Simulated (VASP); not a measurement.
# TaAs (I4_1md) in VASP: further runs, part 2 of 2

VASP 6.6.1. Earlier steps stand in the parts before.

## 3. Single point, PBE (17.24 Å³/atom)

This run uses another cell than the first one, of 17.24 Å³/atom.

File INCAR:

```
SYSTEM = TaAs
PREC     = Accurate       ! precision mode
ENCUT    = 520            ! plane-wave cutoff, eV
EDIFF    = 1E-6           ! SCF threshold, eV
ISMEAR   = 0              ! smearing method
SIGMA    = 0.05           ! smearing width, eV
LREAL    = .False.        ! projectors in reciprocal space
LASPH    = .True.         ! aspherical terms in the spheres
NELM     = 60             ! most SCF steps
ALGO     = Normal         ! electronic algorithm
ISIF     = 2              ! what is computed and relaxed
LWAVE    = .False.        ! write WAVECAR
LCHARG   = .True.         ! write CHGCAR
GGA      = PE             ! functional
LELF     = .True.         ! ELF
LVHAR    = .True.       
NBANDS   = 24             ! bands
```

File KPOINTS:

```
regular mesh
0
Gamma
  16 16 16
  0 0 0
```

File POSCAR:

```
TaAs
1.0
   -1.7218525466      1.7218525466      5.8143627585
    1.7218525466     -1.7218525466      5.8143627585
    1.7218525466      1.7218525466     -5.8143627585
Ta As
2 2
Direct
    0.5003092677      1.0003092677      0.5000000000
    0.7503092677      0.7503092677      0.0000000000
    0.0822901523      0.5822901523      0.5000000000
    0.3322901523      0.3322901523      0.0000000000
```

Potentials or basis: VASP PAW PBE potentials, release 64 (Ta_pv, As).

Launch:

```console
$ cat potpaw_PBE.64/Ta_pv/POTCAR potpaw_PBE.64/As/POTCAR > POTCAR
$ mpirun -np 1 vasp_std > vasp.out
```

OUTCAR:

```text
SYSTEM = TaAs
   PREC = Accurate
   ENCUT = 520
   EDIFF = 1E-6
   ISMEAR = 0
   LREAL = .False.
   LASPH = .True.
   NELM = 60
   ISIF = 2
   GGA = PE

 ion  position               nearest neighbor table
   1  0.500  0.000  0.500-   4 2.60   4 2.60   3 2.62   3 2.62   3 2.62   3 2.62   2 3.38   2 3.38
                             2 3.38   2 3.38
   2  0.750  0.750  0.000-   3 2.60   3 2.60   4 2.62   4 2.62   4 2.62   4 2.62   1 3.38   1 3.38
                             1 3.38   1 3.38
   3  0.082  0.582  0.500-   2 2.60   2 2.60   1 2.62   1 2.62   1 2.62   1 2.62
   4  0.332  0.332  0.000-   1 2.60   1 2.60   2 2.62   2 2.62   2 2.62   2 2.62

  LATTYP: Found a body centered tetragonal cell.
 ALAT       =     3.4437050932
 C/A-ratio  =     3.3768064344

  Lattice vectors:

 A1 = (  -1.7218525466,   1.7218525466,   5.8143627585)
 A2 = (   1.7218525466,  -1.7218525466,   5.8143627585)
 A3 = (   1.7218525466,   1.7218525466,  -5.8143627585)

Analysis of symmetry for initial positions (statically):
=====================================================================
 Subroutine PRICEL returns:
 Original cell was already a primitive cell.

 Routine SETGRP: Setting up the symmetry group for a
 body centered tetragonal supercell.

 Subroutine GETGRP returns: Found  8 space group operations
 (whereof  4 operations were pure point group operations)
 out of a pool of 16 trial point group operations.

The static configuration has the point symmetry C_2v.
 The point group associated with its full space group is C_4v.

Analysis of symmetry for dynamics (positions and initial velocities):
=====================================================================
 Subroutine PRICEL returns:
 Original cell was already a primitive cell.

 Routine SETGRP: Setting up the symmetry group for a
 body centered tetragonal supercell.

 Subroutine GETGRP returns: Found  8 space group operations
 (whereof  4 operations were pure point group operations)
 out of a pool of 16 trial point group operations.

The dynamic configuration has the point symmetry C_2v.
 The point group associated with its full space group is C_4v.

 Subroutine INISYM returns: Found  8 space group operations
 (whereof  4 operations are pure point group operations),
 and found     1 'primitive' translations

----------------------------------------------------------------------------------------

                                     Primitive cell

  volume of cell :      68.9531

  direct lattice vectors                    reciprocal lattice vectors
    -1.721852547  1.721852547  5.814362758     0.000000000  0.290384912  0.085993947
     1.721852547 -1.721852547  5.814362758     0.290384912  0.000000000  0.085993947
     1.721852547  1.721852547 -5.814362758     0.290384912  0.290384912  0.000000000

  length of vectors
     6.303678820  6.303678820  6.303678820     0.302850385  0.302850385  0.410666281

  position of ions in fractional coordinates (direct lattice)
     0.500309268  0.000309268  0.500000000
     0.750309268  0.750309268  0.000000000
     0.082290152  0.582290152  0.500000000
     0.332290152  0.332290152  0.000000000

  ion indices of the primitive-cell ions
   primitive index   ion index
                 1           1
                 2           2
                 3           3
                 4           4

[... 24 lines left out ...]
 Found    349 irreducible k-points:

 Following reciprocal coordinates:
            Coordinates               Weight
  0.000000  0.000000  0.000000      1.000000
  0.062500  0.000000  0.000000      8.000000
  0.125000  0.000000  0.000000      8.000000
  0.187500 -0.000000  0.000000      8.000000
  0.250000  0.000000  0.000000      8.000000
  0.312500  0.000000  0.000000      8.000000
[... 16 lines left out ...]
 -0.125000  0.062500  0.000000     16.000000
 -0.062500  0.062500  0.000000      4.000000
 [... further k-points ...]
   k-points           NKPTS =    349   k-points in BZ     NKDIM =    349   number of bands    NBANDS=     24
   number of dos      NEDOS =    301   number of ions     NIONS =      4
   total plane-waves  NPLWV = 110592
   dimension x,y,z NGX =    48 NGY =   48 NGZ =   48
   dimension x,y,z NGXF=    96 NGYF=   96 NGZF=   96
   ions per type =               2   2
   NGX,Y,Z   is equivalent  to a cutoff of  12.66, 12.66, 12.66 a.u.
   NGXF,Y,Z  is equivalent  to a cutoff of  25.32, 25.32, 25.32 a.u.
 SYSTEM =  TaAs
   PREC   = accura    normal or accurate (medium, high low for compatibility)
   ISTART =      0    job   : 0-new  1-cont  2-samecut
   ICHARG =      2    charge: 1-file 2-atom 10-const
   ISPIN  =      1    spin polarized calculation?
   LNONCOLLINEAR =      F non collinear calculations
   LSORBIT =      F    spin-orbit coupling
   LASPH  =      T    aspherical Exc in radial PAW
   ENCUT  =  520.0 eV  38.22 Ry    6.18 a.u.  11.72 11.72 11.72*2*pi/ulx,y,z
   NELM   =     60;   NELMIN=  2; NELMDL= -5     # of ELM steps
   EDIFF  = 0.1E-05   stopping-criterion for ELM
   LREAL  =      F    real-space projection
   EDIFFG = 0.1E-04   stopping-criterion for IOM
   NSW    =      0    number of steps for IOM
   IBRION =     -1    ionic relax: 0-MD 1-quasi-New 2-CG
   NFREE  =      0    steps in history (QN), initial steepest desc. (CG)
   ISIF   =      2    stress and relaxation
   ISYM   =      2    0-nonsym 1-usesym 2-fastsym
   POTIM  = 0.5000    time-step for ionic-motion
   TEBEG  =    0.0;   TEEND  =   0.0 temperature during run
   PSTRESS=    0.0 pullay stress
   NELECT =      32.0000    total number of electrons
   NUPDOWN=      -1.0000    fix difference up-down
   EMIN   =  10.00;   EMAX   =-10.00  energy-range for DOS
   EFERMI =   0.00;   METHOD = LEGACY
   ISMEAR =     0;   SIGMA  =   0.05  broadening in eV -4-tet -1-fermi 0-gaus
   EFERMI_NEDOS =   21; number of points for ismear=-14 and -15
   IALGO  =     38    algorithm
   IMIX   =      4    mixing-type and parameters
     AMIX     =   0.40;   BMIX     =  1.00
     AMIX_MAG =   1.60;   BMIX_MAG =  1.00
  volume/ion in A,a.u.               =      17.24       116.33
  Fermi-wavevector in a.u.,A,eV,Ry     =   1.267477  2.395185 21.857738  1.606498
  Thomas-Fermi vector in A             =   2.400623
   LORBIT       =      0    0 simple, 1 ext, 2 COOP (PROOUT), +10 PAW based schemes
   GGA     = PE    functional components
   LHFCALC =     F    Hartree Fock is set to
   AEXX    =    0.0000 exact exchange contribution
   IVDW    =     0    specifies the selected vdW correction
   LEPSILON=     F    determine dielectric tensor
   LRPA    =     F    only Hartree local field effects (RPA)
 non-spin polarized calculation
 Gauss-broadening in eV      SIGMA  =   0.05
  energy-cutoff  :      520.00
  volume of cell :       68.95
 maximum number of plane-waves:      1880
   NGX = 23   NGY = 23   NGZ = 23

 number of electron      32.0000002 magnetization

 Free energy of the ion-electron system (eV)
  ---------------------------------------------------
  ext. energy  EPLUGINS =         0.00000000
  ---------------------------------------------------
  free energy    TOTEN  =       -35.09702889 eV

  energy without entropy =      -35.09654789  energy(sigma->0) =      -35.09678839

 E-fermi :   7.0696     XC(G=0): -11.9546

 val. band max:        7.0694164890   @ k =  -0.1875   0.3125   0.1875
 cond. band min:       7.0764111974   @ k =  -0.1250  -0.4375   0.1250
 fundamental gap:      0.0069947083
 Fermi energy:         7.0695719979

 k-point     1 :       0.0000    0.0000    0.0000
  band No.  band energies     occupation
      1     -27.8956      2.00000
      2     -27.8550      2.00000
      3     -27.8550      2.00000
      4     -27.7035      2.00000
      5     -27.7035      2.00000
      6     -27.6431      2.00000
[... 637 lines left out ...]
     23      11.0131      0.00000
     24      11.0980      0.00000

 [... further k-points ...]

------------------------ aborting loop because EDIFF is reached ----------------------------------------

  FORCE on cell =-STRESS in cart. coord.  units (eV):
  Direction    XX          YY          ZZ          XY          YZ          ZX
  --------------------------------------------------------------------------------------
  -------------------------------------------------------------------------------------
  Total        1.8045732      1.8045732      1.7523733      0.0000000      0.0000000      0.0000000
  in kB       41.9305970     41.9305970     40.7176956      0.0000000      0.0000000      0.0000000
  external PRESSURE =      41.5262966 kB  Pullay stress =       0.0000000 kB

 VOLUME and BASIS-vectors are now :
 -----------------------------------------------------------------------------
  energy-cutoff  :      520.00
  volume of cell :       68.95
      direct lattice vectors                 reciprocal lattice vectors
    -1.721852547  1.721852547  5.814362758     0.000000000  0.290384912  0.085993947
     1.721852547 -1.721852547  5.814362758     0.290384912  0.000000000  0.085993947
     1.721852547  1.721852547 -5.814362758     0.290384912  0.290384912  0.000000000

 POSITION                                       TOTAL-FORCE (eV/Angst)
 -----------------------------------------------------------------------------------
      0.00000      1.72185      0.00360         0.000000      0.000000      0.001822
      0.00000      0.00000      8.72514        -0.000000     -0.000000      0.001822
      1.72185     -0.00000      0.95693        -0.000000      0.000000     -0.001822
      0.00000      0.00000      3.86411         0.000000     -0.000000     -0.001822
 -----------------------------------------------------------------------------------
    total drift:                                0.000000      0.000000      0.000222

  FREE ENERGIE OF THE ION-ELECTRON SYSTEM (eV)
  ---------------------------------------------------
  free  energy   TOTEN  =       -35.0970288860 eV

  energy  without entropy=      -35.0965478860  energy(sigma->0) =      -35.09678839
```

Wall time 32 min (1 thread of Oxide Virtual Turin-like, shared host); peak memory 0.69 GiB.

Results:

```yaml
Free_energy: -35.0970 eV
Pressure: 4.2 GPa
Band_gap_on_the_k_mesh: zero (bands 16 and 17 overlap by 0.05 eV)
```

Caveat: the cell stands under pressure; spin-orbit coupling is left out, which moves the levels of the heavy elements.

## 4. Single point, PBE

This run uses another cell than the first one, of 17.40 Å³/atom.

File INCAR:

```
SYSTEM = TaAs
  ALGO = Normal
  EDIFF = 1E-6
  ENCUT = 520
  GGA = PE
  ISIF = 2
  ISMEAR = 0
  LASPH = .True.
  LCHARG = .True.
  LELF = .True.
  LREAL = .False.
  LVHAR = .True.
  LWAVE = .False.
  NBANDS = 24
  NELM = 80
  PREC = Accurate
  SIGMA = 0.05
```

File KPOINTS:

```
k-points
0
Gamma
  16 16 16
  0 0 0
```

File POSCAR:

```
TaAs
1.0
   -1.7218133622      1.7218133622      5.8679415361
    1.7218133622     -1.7218133622      5.8679415361
    1.7218133622      1.7218133622     -5.8679415361
Ta As
2 2
Direct
    0.5000500666      1.0000500666      0.5000000000
    0.7500500666      0.7500500666      0.0000000000
    0.0825493534      0.5825493534      0.5000000000
    0.3325493534      0.3325493534      0.0000000000
```

Launch:

```console
$ cat potpaw_PBE.64/Ta_pv/POTCAR potpaw_PBE.64/As/POTCAR > POTCAR
$ mpirun -np 1 vasp_std > vasp.out
```

Run time: 28 min. Hardware: 1 thread of Oxide Virtual Turin-like, shared host; peak memory 0.69 GiB.

Results (log left out):

| Quantity | Value |
| --- | --- |
| Free energy | -35.1085 eV |
| Pressure | 2.6 GPa |
| Band gap on the k mesh | zero (bands 16 and 17 overlap by 0.07 eV) |

Stress tensor (GPa, compression positive):
```
2.99 0.00 0.00
0.00 2.99 0.00
0.00 0.00 1.73
```

Levels at points of the mesh, in eV from the Fermi level:
```csv
k point,band 14,band 15,band 16,band 17,band 18,band 19
"(0.00, 0.00, 0.00)",-1.97,-1.64,-1.64,0.90,1.56,2.32
"(0.50, 0.00, 0.00)",-2.34,-1.59,-0.29,0.12,1.36,2.24
"(0.50, 0.50, 0.00)",-3.22,-1.14,-1.14,2.80,2.80,3.06
"(0.50, 0.50, 0.50)",-2.81,-0.93,-0.93,1.22,1.22,2.28
```

Caveat: spin-orbit coupling is left out, which moves the levels of the heavy elements.

## 5. Summary

| cell | gap on the mesh (eV) | pressure (GPa) |
| --- | --- | --- |
| a = 6.248 Å, angles 148.2, 148.2, 45.6°, 4 atoms, atomic positions A | none | 8.3 |
| a = 6.304 Å, angles 148.3, 148.3, 45.4°, 4 atoms, atomic positions B | none | 4.2 |
| a = 6.353 Å, angles 148.6, 148.6, 45.1°, 4 atoms, atomic positions C | none | 2.6 |

Alike in all rows: task single point; level PBE; potentials or basis VASP PAW PBE potentials, release 64 (Ta_pv, As); no spin polarisation; k mesh 16 × 16 × 16; cutoff (eV) 520; smearing gaussian 0.05 eV.

Caveats: spin-orbit coupling is left out, which moves the levels of the heavy elements; the cell stands under pressure (at least some runs).

Absolute energies hang on the potentials; compare differences alone.
